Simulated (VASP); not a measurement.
# ZrC (Fm-3m) in VASP: notebook

Aim: see how the results for ZrC move with the level of theory and the settings. Levels: PBEsol, revPBE, r2SCAN+D4. Tasks: single point.

Everything below comes from runs of VASP 6.6.1. Logs are shortened: lines on timing, memory, paths and dates and some standing lists are left out, and cuts for length are marked.

## Step 1: The cell of the first run

It takes space group Fm-3m (No. 225, cubic). Conventional cell: a = 4.700 Å, b = 4.700 Å, c = 4.700 Å, α = 90.00°, β = 90.00°, γ = 90.00°. Zr (site symmetry m-3m) has 6 C at 2.35 Å within 3.1 Å. C (site symmetry m-3m) has 6 Zr at 2.35 Å within 3.1 Å.

## Step 2: Single point, PBEsol (12.98 Å³/atom)

Contents of INCAR:

```
PREC = Accurate ; ENCUT = 600
EDIFF = 1E-6 ; ISMEAR = 0
SIGMA = 0.05 ; LREAL = F
LASPH = T ; NELM = 120
ALGO = Normal ; ISIF = 2
LWAVE = F ; LCHARG = T
GGA = PS ; LELF = T
LVHAR = T ; NBANDS = 15
GGA_COMPAT = F
```

Contents of KPOINTS:

```
Automatic mesh
0
Gamma
  8 8 8
```

Contents of POSCAR:

```
ZrC
1.0
    0.0000000000      2.3499395098      2.3499395098
    2.3499395098      0.0000000000      2.3499395098
    2.3499395098      2.3499395098      0.0000000000
Zr C
1 1
Direct
    0.5000000000      0.5000000000      0.5000000000
    0.0000000000      0.0000000000      0.0000000000
```

Potentials or basis: VASP PAW PBE potentials, release 64 (Zr_sv, C).

Command:

```
> cat potpaw_PBE.64/Zr_sv/POTCAR potpaw_PBE.64/C/POTCAR > POTCAR
> mpirun -np 1 vasp_std > vasp.out
```

OUTCAR:

```text
PREC = Accurate
   ENCUT = 600
   EDIFF = 1E-6
   ISMEAR = 0
   LREAL = F
   LASPH = T
   NELM = 120
   ISIF = 2
   GGA = PS

 ion  position               nearest neighbor table
   1  0.500  0.500  0.500-   2 2.35   2 2.35   2 2.35   2 2.35   2 2.35   2 2.35
   2  0.000  0.000  0.000-   1 2.35   1 2.35   1 2.35   1 2.35   1 2.35   1 2.35

  LATTYP: Found a face centered cubic cell.
 ALAT       =     4.6998790196

  Lattice vectors:

 A1 = (   0.0000000000,   2.3499395098,   2.3499395098)
 A2 = (   2.3499395098,   0.0000000000,   2.3499395098)
 A3 = (   2.3499395098,   2.3499395098,   0.0000000000)

Analysis of symmetry for initial positions (statically):
=====================================================================
 Subroutine PRICEL returns:
 Original cell was already a primitive cell.

 Routine SETGRP: Setting up the symmetry group for a
 face centered cubic supercell.

 Subroutine GETGRP returns: Found 48 space group operations
 (whereof 48 operations were pure point group operations)
 out of a pool of 48 trial point group operations.

The static configuration has the point symmetry O_h .

Analysis of symmetry for dynamics (positions and initial velocities):
=====================================================================
 Subroutine PRICEL returns:
 Original cell was already a primitive cell.

 Routine SETGRP: Setting up the symmetry group for a
 face centered cubic supercell.

 Subroutine GETGRP returns: Found 48 space group operations
 (whereof 48 operations were pure point group operations)
 out of a pool of 48 trial point group operations.

The dynamic configuration has the point symmetry O_h .

 Subroutine INISYM returns: Found 48 space group operations
 (whereof 48 operations are pure point group operations),
 and found     1 'primitive' translations

----------------------------------------------------------------------------------------

                                     Primitive cell

  volume of cell :      25.9537

  direct lattice vectors                    reciprocal lattice vectors
     0.000000000  2.349939510  2.349939510    -0.212771434  0.212771434  0.212771434
     2.349939510  0.000000000  2.349939510     0.212771434 -0.212771434  0.212771434
     2.349939510  2.349939510  0.000000000     0.212771434  0.212771434 -0.212771434

  length of vectors
     3.323316326  3.323316326  3.323316326     0.368530935  0.368530935  0.368530935

  position of ions in fractional coordinates (direct lattice)
     0.500000000  0.500000000  0.500000000
     0.000000000  0.000000000  0.000000000

  ion indices of the primitive-cell ions
   primitive index   ion index
[... 87 lines left out ...]
   EMIN   =  10.00;   EMAX   =-10.00  energy-range for DOS
   EFERMI =   0.00;   METHOD = LEGACY
   ISMEAR =     0;   SIGMA  =   0.05  broadening in eV -4-tet -1-fermi 0-gaus
   EFERMI_NEDOS =   21; number of points for ismear=-14 and -15
   IALGO  =     38    algorithm
   IMIX   =      4    mixing-type and parameters
     AMIX     =   0.40;   BMIX     =  1.00
     AMIX_MAG =   1.60;   BMIX_MAG =  1.00
  volume/ion in A,a.u.               =      12.98        87.57
  Fermi-wavevector in a.u.,A,eV,Ry     =   1.393311  2.632976 26.413211  1.941316
  Thomas-Fermi vector in A             =   2.516970
   LORBIT       =      0    0 simple, 1 ext, 2 COOP (PROOUT), +10 PAW based schemes
   GGA     = PS    functional components
   LHFCALC =     F    Hartree Fock is set to
   AEXX    =    0.0000 exact exchange contribution
   IVDW    =     0    specifies the selected vdW correction
   LEPSILON=     F    determine dielectric tensor
   LRPA    =     F    only Hartree local field effects (RPA)
 non-spin polarized calculation
 Gauss-broadening in eV      SIGMA  =   0.05
  energy-cutoff  :      600.00
  volume of cell :       25.95
 maximum number of plane-waves:       893
   NGX = 13   NGY = 13   NGZ = 13

 number of electron      16.0000000 magnetization

 Free energy of the ion-electron system (eV)
  ---------------------------------------------------
  ext. energy  EPLUGINS =         0.00000000
  ---------------------------------------------------
  free energy    TOTEN  =       -20.56533135 eV

  energy without entropy =      -20.56462905  energy(sigma->0) =      -20.56498020

 E-fermi :   9.4355     XC(G=0): -12.2812

 val. band max:        9.4346710120   @ k =   0.1250   0.1250   0.0000
 cond. band min:       9.5686480240   @ k =   0.5000   0.5000   0.0000
 fundamental gap:      0.1339770120
 Fermi energy:         9.4354819559

 k-point     1 :       0.0000    0.0000    0.0000
  band No.  band energies     occupation
      1     -38.4775      2.00000
      2     -16.2186      2.00000
      3     -16.2186      2.00000
      4     -16.2186      2.00000
      5      -1.7846      2.00000
      6      10.4511      0.00000
      7      10.4511      0.00000
      8      10.4511      0.00000
      9      10.5530      0.00000
     10      10.5530      0.00000
     11      10.5530      0.00000
     12      12.3028      0.00000
     13      12.3028      0.00000
     14      16.7938      0.00000
[... 401 lines left out ...]
      2     -16.9544      2.00000
      3     -16.5242      2.00000
      4     -16.3747      2.00000
      5       0.6611      2.00000
      6       5.2073      2.00000
      7       6.9671      2.00000
      8       7.0927      2.00000
      9      12.8669      0.00000
     10      13.2907      0.00000
     11      14.7674      0.00000
     12      17.5471      0.00000
     13      18.3052      0.00000
     14      19.7459      0.00000
     15      23.1200      0.00000

 [... further k-points ...]

------------------------ aborting loop because EDIFF is reached ----------------------------------------

  FORCE on cell =-STRESS in cart. coord.  units (eV):
  Direction    XX          YY          ZZ          XY          YZ          ZX
  --------------------------------------------------------------------------------------
  -------------------------------------------------------------------------------------
  Total       -0.6808000     -0.6808000     -0.6808000     -0.0000000      0.0000000     -0.0000000
  in kB      -42.0271615    -42.0271615    -42.0271615     -0.0000000      0.0000000     -0.0000000
  external PRESSURE =     -42.0271615 kB  Pullay stress =       0.0000000 kB

 VOLUME and BASIS-vectors are now :
 -----------------------------------------------------------------------------
  energy-cutoff  :      600.00
  volume of cell :       25.95
      direct lattice vectors                 reciprocal lattice vectors
     0.000000000  2.349939510  2.349939510    -0.212771434  0.212771434  0.212771434
     2.349939510  0.000000000  2.349939510     0.212771434 -0.212771434  0.212771434
     2.349939510  2.349939510  0.000000000     0.212771434  0.212771434 -0.212771434

 POSITION                                       TOTAL-FORCE (eV/Angst)
 -----------------------------------------------------------------------------------
      2.34994      2.34994      2.34994        -0.000000      0.000000      0.000000
      0.00000      0.00000      0.00000         0.000000     -0.000000     -0.000000
 -----------------------------------------------------------------------------------
    total drift:                                0.000000      0.000000      0.000000

  FREE ENERGIE OF THE ION-ELECTRON SYSTEM (eV)
  ---------------------------------------------------
  free  energy   TOTEN  =       -20.5653313486 eV

  energy  without entropy=      -20.5646290541  energy(sigma->0) =      -20.56498020
```

stdout:

```text
POSCAR found type information on POSCAR ZrC
 POSCAR found :  2 types and       2 ions
 scaLAPACK will be used
 -----------------------------------------------------------------------------
|                                                                             |
|                                                                             |
|     You enforced a specific xc type in the INCAR file but a different       |
|     I HOPE YOU KNOW WHAT YOU ARE DOING!                                     |
|                                                                             |
 -----------------------------------------------------------------------------

 LDA part: xc-table for (Slater+PW92), standard interpolation
 POSCAR, INCAR and KPOINTS ok, starting setup
 FFT: planning ... GRIDC
 FFT: planning ... GRID_SOFT
 FFT: planning ... GRID
 WAVECAR not read
 entering main loop
```

Run time: 17 s. Hardware: 1 thread of Intel Xeon Platinum 8259CL at 2.50GHz (Skylake/Cascade Lake), shared host; peak memory 0.16 GiB.

Results:

* Free energy: -20.5653 eV
* Pressure: -4.2 GPa
* Band gap on the k mesh: zero (bands 8 and 9 overlap by 1.33 eV)

Caveat: the cell stands under tension; the PAW data sets were made with another functional, which shifts forces and pressure a little.

## Step 3: Single point, PBEsol (13.23 Å³/atom)

This run uses another cell than the first one, of 13.23 Å³/atom.

Contents of INCAR:

```
SYSTEM = ZrC
  PREC = Accurate
  ENCUT = 600
  EDIFF = 1E-6
  ISMEAR = 0
  SIGMA = 0.05
  LREAL = .False.
  LASPH = .True.
  NELM = 120
  ALGO = Normal
  ISIF = 2
  LWAVE = .False.
  LCHARG = .False.
  GGA = PS
  NBANDS = 15
  GGA_COMPAT = .False.
```

Contents of KPOINTS:

```
regular mesh
0
Gamma
  8 8 8
  0 0 0
```

Contents of POSCAR:

```
ZrC
1.0
    0.0000000000      2.3651992848      2.3651992848
    2.3651992848      0.0000000000      2.3651992848
    2.3651992848      2.3651992848      0.0000000000
Zr C
1 1
Direct
    0.5000000000      0.5000000000      0.5000000000
    0.0000000000      0.0000000000      0.0000000000
```

Potentials or basis: VASP PAW PBE potentials, release 64 (Zr_sv, C).

Command:

```
> cat potpaw_PBE.64/Zr_sv/POTCAR potpaw_PBE.64/C/POTCAR > POTCAR
> mpirun -np 1 vasp_std > vasp.out
```

It took 14 s on 1 thread of Intel Xeon Platinum 8259CL at 2.50GHz (Skylake/Cascade Lake), shared host; peak memory 0.16 GiB.

The run converged. Its results:

```
Free energy            : -20.5459 eV
Pressure               : -8.3 GPa
Band gap on the k mesh : zero (bands 8 and 9 overlap by 1.32 eV)
```

Levels at points of the mesh, in eV from the Fermi level:
```
           k point  band 4  band 5  band 6  band 7  band 8  band 9  band 10  band 11  band 12  band 13
(0.00, 0.00, 0.00)  -25.75  -11.16    1.00    1.00    1.00    1.10     1.10     1.10     2.81     2.81
(0.50, 0.00, 0.00)  -25.82   -8.13   -5.21   -2.82   -2.82    4.45     4.45     5.27     6.44    10.02
(0.50, 0.50, 0.00)  -26.02   -9.96   -2.04   -1.70    0.11    0.11     4.42     5.59     5.59     7.87
```

Caveat: the cell stands under tension; the PAW data sets were made with another functional, which shifts forces and pressure a little.

## Step 4: Single point, revPBE (13.72 Å³/atom)

This run uses another cell than the first one, of 13.72 Å³/atom.

Contents of INCAR:

```
  PREC = Accurate
  ENCUT = 600
  EDIFF = 1E-6
  ISMEAR = 0
  SIGMA = 0.05
  LREAL = False
  LASPH = True
  NELM = 120
  ALGO = Normal
  ISIF = 2
  LWAVE = False
  LCHARG = False
  GGA = RE
  NBANDS = 15
  GGA_COMPAT = False
```

Contents of KPOINTS:

```
Automatic mesh
0
Gamma
  8 8 8
```

Contents of POSCAR:

```
ZrC
1.0
    0.0000000000      2.3939964658      2.3939964658
    2.3939964658      0.0000000000      2.3939964658
    2.3939964658      2.3939964658      0.0000000000
Zr C
1 1
Direct
    0.5000000000      0.5000000000      0.5000000000
    0.0000000000      0.0000000000      0.0000000000
```

Command:

```
> cat potpaw_PBE.64/Zr_sv/POTCAR potpaw_PBE.64/C/POTCAR > POTCAR
> mpirun -np 1 vasp_std > vasp.out
```

Run time: 15 s. Hardware: 1 thread of Intel Xeon Platinum 8259CL at 2.50GHz (Skylake/Cascade Lake), shared host; peak memory 0.16 GiB.

It converged, with:

```yaml
Free_energy: -18.6924 eV
Pressure: -7.7 GPa
Band_gap_on_the_k_mesh: zero (bands 8 and 9 overlap by 1.28 eV)
```

Levels at points of the mesh, in eV from the Fermi level:
| k point | band 6 | band 7 | band 8 | band 9 | band 10 | band 11 |
| --- | --- | --- | --- | --- | --- | --- |
| (0.00, 0.00, 0.00) | 0.96 | 0.96 | 0.96 | 1.12 | 1.12 | 1.12 |
| (0.50, 0.00, 0.00) | -5.04 | -2.72 | -2.72 | 4.25 | 4.25 | 5.04 |
| (0.50, 0.50, 0.00) | -2.10 | -1.54 | 0.04 | 0.04 | 4.18 | 5.31 |

Caveat: the cell stands under tension; the PAW data sets were made with another functional, which shifts forces and pressure a little.

(Continued in part 2 of 2.)
